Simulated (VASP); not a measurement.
# Sn (Fd-3m) in VASP: a series of runs

The runs below take Sn through relaxation of cell and atoms, single point, with PBE.

Everything below comes from runs of VASP 6.6.1. Logs are shortened: lines on timing, memory, paths and dates and some standing lists are left out, and cuts for length are marked.

**1. The cell of the first run**

The structure is cubic, space group Fd-3m (No. 227). Conventional cell: a = 6.491 Å, b = 6.491 Å, c = 6.491 Å, α = 90.00°, β = 90.00°, γ = 90.00°. Sn (site symmetry -43m) has 4 Sn at 2.81 Å within 3.7 Å.

This isn't the form of Sn at room conditions, which is tetragonal (white tin).

**2. Relaxation of cell and atoms, PBE**

Contents of INCAR:

```
SYSTEM = Sn
PREC = Accurate
ENCUT = 600
EDIFF = 1E-6
ISMEAR = 0
SIGMA = 0.1
LREAL = .False.
LASPH = .True.
NELM = 80
ALGO = Fast
ISIF = 3
LWAVE = .False.
LCHARG = .False.
GGA = PE
IBRION = 2
NSW = 100
EDIFFG = -0.005
```

Contents of KPOINTS:

```
regular mesh
0
Gamma
  12 12 12
  0 0 0
```

Contents of POSCAR:

```
Sn
1.0
    0.0000000000      3.2456000000      3.2456000000
    3.2456000000      0.0000000000      3.2456000000
    3.2456000000      3.2456000000      0.0000000000
Sn
2
Direct
    0.5000000000      0.5000000000      0.5000000000
    0.7500000000      0.7500000000      0.7500000000
```

Potentials or basis: VASP PAW PBE potentials, release 64 (Sn_d).

Started as:

```
$ cat potpaw_PBE.64/Sn_d/POTCAR > POTCAR
$ mpirun -np 1 vasp_std > vasp.out
```

OUTCAR:

```text
SYSTEM = Sn
   PREC = Accurate
   ENCUT = 600
   EDIFF = 1E-6
   ISMEAR = 0
   LREAL = .False.
   LASPH = .True.
   NELM = 80
   ISIF = 3
   GGA = PE
   IBRION = 2
   NSW = 100
   EDIFFG = -0.005

 ion  position               nearest neighbor table
   1  0.500  0.500  0.500-   2 2.81   2 2.81   2 2.81   2 2.81
   2  0.750  0.750  0.750-   1 2.81   1 2.81   1 2.81   1 2.81

  LATTYP: Found a face centered cubic cell.
 ALAT       =     6.4912000000

  Lattice vectors:

 A1 = (   0.0000000000,   3.2456000000,   3.2456000000)
 A2 = (   3.2456000000,   0.0000000000,   3.2456000000)
 A3 = (   3.2456000000,   3.2456000000,   0.0000000000)

Analysis of symmetry for initial positions (statically):
=====================================================================
 Subroutine PRICEL returns:
 Original cell was already a primitive cell.

 Routine SETGRP: Setting up the symmetry group for a
 face centered cubic supercell.

 Subroutine GETGRP returns: Found 48 space group operations
 (whereof 24 operations were pure point group operations)
 out of a pool of 48 trial point group operations.

The static configuration has the point symmetry T_d .
 The point group associated with its full space group is O_h .

Analysis of symmetry for dynamics (positions and initial velocities):
=====================================================================
 Subroutine PRICEL returns:
 Original cell was already a primitive cell.

 Routine SETGRP: Setting up the symmetry group for a
 face centered cubic supercell.

 Subroutine GETGRP returns: Found 48 space group operations
 (whereof 24 operations were pure point group operations)
 out of a pool of 48 trial point group operations.

The dynamic configuration has the point symmetry T_d .
 The point group associated with its full space group is O_h .

 Subroutine INISYM returns: Found 48 space group operations
 (whereof 24 operations are pure point group operations),
 and found     1 'primitive' translations

----------------------------------------------------------------------------------------

                                     Primitive cell

  volume of cell :      68.3778

  direct lattice vectors                    reciprocal lattice vectors
     0.000000000  3.245600000  3.245600000    -0.154054720  0.154054720  0.154054720
     3.245600000  0.000000000  3.245600000     0.154054720 -0.154054720  0.154054720
     3.245600000  3.245600000  0.000000000     0.154054720  0.154054720 -0.154054720

  length of vectors
     4.589971538  4.589971538  4.589971538     0.266830603  0.266830603  0.266830603

  position of ions in fractional coordinates (direct lattice)
     0.500000000  0.500000000  0.500000000
     0.750000000  0.750000000  0.750000000

  ion indices of the primitive-cell ions
   primitive index   ion index
                 1           1
                 2           2

----------------------------------------------------------------------------------------

 KPOINTS: regular mesh

Automatic generation of k-mesh.
 Grid dimensions read from file:
 generate k-points for:   12   12   12

 Generating k-lattice:

  Cartesian coordinates                     Fractional coordinates (reciprocal lattice)
    -0.012837893  0.012837893  0.012837893     0.083333333  0.000000000  0.000000000
     0.012837893 -0.012837893  0.012837893     0.000000000  0.083333333  0.000000000
     0.012837893  0.012837893 -0.012837893     0.000000000  0.000000000  0.083333333

  Length of vectors
     0.022235884  0.022235884  0.022235884

  Shift w.r.t. Gamma in fractional coordinates (k-lattice)
     0.000000000  0.000000000  0.000000000

 Subroutine IBZKPT returns following result:
 ===========================================

 Found     72 irreducible k-points:

 Following reciprocal coordinates:
            Coordinates               Weight
  0.000000  0.000000  0.000000      1.000000
  0.083333  0.000000  0.000000      8.000000
  0.166667  0.000000  0.000000      8.000000
  0.250000  0.000000  0.000000      8.000000
  0.333333  0.000000  0.000000      8.000000
  0.416667  0.000000  0.000000      8.000000
[... 16 lines left out ...]
  0.500000  0.166667  0.000000     24.000000
 -0.416667  0.166667  0.000000     24.000000
 [... further k-points ...]
   k-points           NKPTS =     72   k-points in BZ     NKDIM =     72   number of bands    NBANDS=     18
   number of dos      NEDOS =    301   number of ions     NIONS =      2
   total plane-waves  NPLWV =  64000
   dimension x,y,z NGX =    40 NGY =   40 NGZ =   40
   dimension x,y,z NGXF=    80 NGYF=   80 NGZF=   80
   ions per type =               2
   NGX,Y,Z   is equivalent  to a cutoff of  14.49, 14.49, 14.49 a.u.
   NGXF,Y,Z  is equivalent  to a cutoff of  28.98, 28.98, 28.98 a.u.
 SYSTEM =  Sn
   PREC   = accura    normal or accurate (medium, high low for compatibility)
   ISTART =      0    job   : 0-new  1-cont  2-samecut
   ICHARG =      2    charge: 1-file 2-atom 10-const
   ISPIN  =      1    spin polarized calculation?
   LNONCOLLINEAR =      F non collinear calculations
   LSORBIT =      F    spin-orbit coupling
   LASPH  =      T    aspherical Exc in radial PAW
   ENCUT  =  600.0 eV  44.10 Ry    6.64 a.u.   9.17  9.17  9.17*2*pi/ulx,y,z
   NELM   =     80;   NELMIN=  2; NELMDL= -5     # of ELM steps
   EDIFF  = 0.1E-05   stopping-criterion for ELM
   LREAL  =      F    real-space projection
   EDIFFG = -.5E-02   stopping-criterion for IOM
   NSW    =    100    number of steps for IOM
   IBRION =      2    ionic relax: 0-MD 1-quasi-New 2-CG
   NFREE  =      1    steps in history (QN), initial steepest desc. (CG)
   ISIF   =      3    stress and relaxation
   ISYM   =      2    0-nonsym 1-usesym 2-fastsym
   POTIM  = 0.5000    time-step for ionic-motion
   TEBEG  =    0.0;   TEEND  =   0.0 temperature during run
   PSTRESS=    0.0 pullay stress
   NELECT =      28.0000    total number of electrons
   NUPDOWN=      -1.0000    fix difference up-down
   EMIN   =  10.00;   EMAX   =-10.00  energy-range for DOS
   EFERMI =   0.00;   METHOD = LEGACY
   ISMEAR =     0;   SIGMA  =   0.10  broadening in eV -4-tet -1-fermi 0-gaus
   EFERMI_NEDOS =   21; number of points for ismear=-14 and -15
   IALGO  =     68    algorithm
   IMIX   =      4    mixing-type and parameters
     AMIX     =   0.40;   BMIX     =  1.00
     AMIX_MAG =   1.60;   BMIX_MAG =  1.00
  volume/ion in A,a.u.               =      34.19       230.72
  Fermi-wavevector in a.u.,A,eV,Ry     =   1.215689  2.297319 20.108049  1.477900
  Thomas-Fermi vector in A             =   2.351068
   LORBIT       =      0    0 simple, 1 ext, 2 COOP (PROOUT), +10 PAW based schemes
   GGA     = PE    functional components
   LHFCALC =     F    Hartree Fock is set to
   AEXX    =    0.0000 exact exchange contribution
   IVDW    =     0    specifies the selected vdW correction
   LEPSILON=     F    determine dielectric tensor
   LRPA    =     F    only Hartree local field effects (RPA)
 conjugate gradient relaxation of ions
 non-spin polarized calculation
 RMM-DIIS sequential band-by-band and
 Gauss-broadening in eV      SIGMA  =   0.10
  energy-cutoff  :      600.00
  volume of cell :       68.38
 maximum number of plane-waves:      2301
 NGX is ok and might be reduce to    40
   NGX = 19   NGY = 19   NGZ = 19

--------------------------------------- Ionic step        1  -------------------------------------------

 number of electron      28.0000005 magnetization

 Free energy of the ion-electron system (eV)
  ---------------------------------------------------
  ext. energy  EPLUGINS =         0.00000000
  ---------------------------------------------------
  free energy    TOTEN  =        -7.64400454 eV

  energy without entropy =       -7.64300742  energy(sigma->0) =       -7.64350598

 E-fermi :   5.6482     XC(G=0):  -8.8724

 val. band max:        5.6251235656   @ k =   0.5000   0.0000   0.0000
 cond. band min:       5.6688035748   @ k =   0.4167   0.0000   0.0000
 fundamental gap:      0.0436800092
 Fermi energy:         5.6482040486

 k-point     1 :       0.0000    0.0000    0.0000
  band No.  band energies     occupation
      1     -16.0497      2.00000
      2     -16.0497      2.00000
      3     -16.0497      2.00000
      4     -15.9902      2.00000
      5     -15.9902      2.00000
      6     -15.6818      2.00000
[... 10 lines left out ...]
     17       7.7939      0.00000
     18       7.7939      0.00000

 k-point     2 :       0.0833    0.0000    0.0000
  band No.  band energies     occupation
      1     -16.0553      2.00000
      2     -16.0553      2.00000
      3     -16.0480      2.00000
      4     -15.9826      2.00000
      5     -15.9826      2.00000
      6     -15.6954      2.00000
[... 10 lines left out ...]
     17       7.9751      0.00000
     18       8.0910      0.00000

 k-point     3 :       0.1667    0.0000    0.0000
  band No.  band energies     occupation
      1     -16.0659      2.00000
      2     -16.0659      2.00000
      3     -16.0433      2.00000
      4     -15.9666      2.00000
      5     -15.9666      2.00000
      6     -15.7119      2.00000
[... 494 lines left out ...]
  FORCE on cell =-STRESS in cart. coord.  units (eV):
  Direction    XX          YY          ZZ          XY          YZ          ZX
  --------------------------------------------------------------------------------------
  -------------------------------------------------------------------------------------
  Total       -0.3672130     -0.3672130     -0.3672130      0.0000000      0.0000000      0.0000000
  in kB       -7.8146326     -7.8146326     -7.8146326      0.0000000      0.0000000      0.0000000
  external PRESSURE =      -7.8146326 kB  Pullay stress =       0.0000000 kB

 VOLUME and BASIS-vectors are now :
 -----------------------------------------------------------------------------
  energy-cutoff  :      600.00
  volume of cell :       75.29
      direct lattice vectors                 reciprocal lattice vectors
    -0.000000000  3.351428909  3.351428909    -0.149190096  0.149190096  0.149190096
     3.351428909  0.000000000  3.351428909     0.149190096 -0.149190096  0.149190096
     3.351428909  3.351428909 -0.000000000     0.149190096  0.149190096 -0.149190096

 POSITION                                       TOTAL-FORCE (eV/Angst)
 -----------------------------------------------------------------------------------
      3.35143      3.35143      3.35143        -0.000000      0.000000      0.000000
      5.02714      5.02714      5.02714         0.000000     -0.000000     -0.000000
 -----------------------------------------------------------------------------------
    total drift:                               -0.000000     -0.000000      0.000000

  FREE ENERGIE OF THE ION-ELECTRON SYSTEM (eV)
  ---------------------------------------------------
  free  energy   TOTEN  =        -7.6886263622 eV

  energy  without entropy=       -7.6873279832  energy(sigma->0) =       -7.68797717

--------------------------------------- Ionic step        3  -------------------------------------------

 number of electron      27.9999997 magnetization

 Free energy of the ion-electron system (eV)
  ---------------------------------------------------
  ext. energy  EPLUGINS =         0.00000000
  ---------------------------------------------------
  free energy    TOTEN  =        -7.69258757 eV

  energy without entropy =       -7.69128999  energy(sigma->0) =       -7.69193878

 E-fermi :   4.8591     XC(G=0):  -8.5542

 val. band max:        4.8439356121   @ k =   0.0833   0.0000   0.0000
 cond. band min:       4.9056490890   @ k =   0.3333   0.0000   0.0000
 fundamental gap:      0.0617134768
 Fermi energy:         4.8590781482

 k-point     1 :       0.0000    0.0000    0.0000
  band No.  band energies     occupation
      1     -16.6713      2.00000
      2     -16.6713      2.00000
      3     -16.6713      2.00000
      4     -16.6214      2.00000
      5     -16.6214      2.00000
      6     -16.3684      2.00000
[... 10 lines left out ...]
     17       7.0302      0.00000
     18       7.0302      0.00000

 k-point     2 :       0.0833    0.0000    0.0000
  band No.  band energies     occupation
      1     -16.6758      2.00000
      2     -16.6758      2.00000
      3     -16.6699      2.00000
      4     -16.6153      2.00000
      5     -16.6153      2.00000
      6     -16.3819      2.00000
[... 10 lines left out ...]
     17       7.1936      0.00000
     18       7.2723      0.00000

 k-point     3 :       0.1667    0.0000    0.0000
  band No.  band energies     occupation
      1     -16.6843      2.00000
      2     -16.6843      2.00000
      3     -16.6658      2.00000
      4     -16.6025      2.00000
      5     -16.6025      2.00000
      6     -16.3958      2.00000
[... 458 lines left out ...]
  FORCE on cell =-STRESS in cart. coord.  units (eV):
  Direction    XX          YY          ZZ          XY          YZ          ZX
  --------------------------------------------------------------------------------------
  -------------------------------------------------------------------------------------
  Total        0.0015805      0.0015805      0.0015805     -0.0000000     -0.0000000     -0.0000000
  in kB        0.0344001      0.0344001      0.0344001     -0.0000000     -0.0000000     -0.0000000
  external PRESSURE =       0.0344001 kB  Pullay stress =       0.0000000 kB

 VOLUME and BASIS-vectors are now :
 -----------------------------------------------------------------------------
  energy-cutoff  :      600.00
  volume of cell :       73.61
      direct lattice vectors                 reciprocal lattice vectors
    -0.000000000  3.326412894  3.326412894    -0.150312068  0.150312068  0.150312068
     3.326412894  0.000000000  3.326412894     0.150312068 -0.150312068  0.150312068
     3.326412894  3.326412894 -0.000000000     0.150312068  0.150312068 -0.150312068

 POSITION                                       TOTAL-FORCE (eV/Angst)
 -----------------------------------------------------------------------------------
      3.32641      3.32641      3.32641         0.000000      0.000000      0.000000
      4.98962      4.98962      4.98962        -0.000000     -0.000000     -0.000000
 -----------------------------------------------------------------------------------
    total drift:                               -0.000000     -0.000000      0.000000

  FREE ENERGIE OF THE ION-ELECTRON SYSTEM (eV)
  ---------------------------------------------------
  free  energy   TOTEN  =        -7.6925875655 eV

  energy  without entropy=       -7.6912899928  energy(sigma->0) =       -7.69193878

 reached required accuracy - stopping structural energy minimisation
```

Run time: 6.6 min. Hardware: 1 thread of Intel Xeon Platinum 8488C (Sapphire Rapids), shared host; peak memory 0.3 GiB.

Results:

```yaml
Free_energy: -7.6926 eV
Relaxed_volume: 36.81 Å³/atom
Relaxed_cell: a = 4.704 Å, b = 4.704 Å, c = 4.704 Å, α = 60.00°, β = 60.00°, γ = 60.00°
Space_group_after_relaxing_to_0.1_Å: Fd-3m (No. 227)
Energy_gained_by_relaxing: 24.3 meV/atom
Ionic_steps: 3
Pressure_after_relaxing: 0.0 GPa
Band_gap_on_the_k_mesh: zero (bands 14 and 15 overlap by 0.23 eV)
```

Step by step:
```
step  energy change (eV)  largest force (eV/Å)  pressure (GPa)  volume (Å³)
   1              0.0000                0.0000            3.17        68.38
   2             -0.0446                0.0000           -0.78        75.29
   3             -0.0486                0.0000            0.00        73.61
```

Final structure:
```
CELL_PARAMETERS angstrom
0.00000 3.32641 3.32641
3.32641 0.00000 3.32641
3.32641 3.32641 0.00000
ATOMIC_POSITIONS crystal
Sn 0.50000 0.50000 0.50000
Sn 0.75000 0.75000 0.75000
```

Levels at points of the mesh, in eV from the Fermi level:
```tsv
k point	band 12	band 13	band 14	band 15	band 16	band 17
(0.00, 0.00, 0.00)	-1.12	0.11	0.11	0.11	2.17	2.17
(0.50, 0.00, 0.00)	-6.01	-0.98	-0.98	-0.12	3.22	3.22
(0.50, 0.50, 0.00)	-7.25	-2.20	-2.20	0.92	0.92	7.28
```

Caveat: spin-orbit coupling is left out, which moves the levels of the heavy elements. PBE usually gives volumes a little too large and moduli too small.

(Continued in part 2 of 2.)
